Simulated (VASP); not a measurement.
Write the native input for VASP 6.6.1 that does the following.

```
Task                   : single point
Functional             : PBEsol
Potentials or basis    : VASP PAW PBE potentials, release 64 (Mg, S)
Cutoff                 : 520 eV
k mesh                 : 9 × 9 × 8
Occupations            : gaussian, width 0.05 eV
Spin                   : no spin polarisation
Dipole correction      : no
Further INCAR settings : ALGO = Normal; EDIFF = 1e-07; NBANDS = 16; ISYM = 0
```

The structure of MgS lies in POSCAR:

```
MgS
1.0
    0.0000000000     -2.7552478472     -2.7552478472
   -2.7552478472      0.0000000000     -2.7552478472
    2.7552478472      2.7552478472     -5.5104956944
Mg S
2 2
Direct
    0.0000000000      0.0000000000      0.0000000000
    0.5000000000      0.5000000000      0.5000000000
    0.3750000000      0.3750000000      0.8750000000
    0.8750000000      0.8750000000      0.3750000000
```

These files were run (other wordings do the same):

INCAR

```
SYSTEM = MgS
PREC = Accurate ; ENCUT = 520
EDIFF = 1E-7 ; ISMEAR = 0
SIGMA = 0.05 ; LREAL = .FALSE.
LASPH = .TRUE. ; NELM = 100
ALGO = Normal ; ISIF = 2
LWAVE = .FALSE. ; LCHARG = .FALSE.
GGA = PS ; NBANDS = 16
ISYM = 0
```

KPOINTS

```
Automatic mesh
0
G
  9 9 8
  0 0 0
```

Potentials or basis: VASP PAW PBE potentials, release 64 (Mg, S).

Command:

```bash
$ cat potpaw_PBE.64/Mg/POTCAR potpaw_PBE.64/S/POTCAR > POTCAR
$ mpirun -np 1 vasp_std > vasp.out
```

Results of the run:

```
Pressure               : 5.1 GPa
Band gap on the k mesh : 3.70 eV
```

Caveat: the cell stands under pressure; the PAW data sets were made with another functional, which shifts forces and pressure a little.

It took 3.2 min on 1 thread of Oxide Virtual Turin-like Processor, on a shared host, peak memory 0.47 GiB.
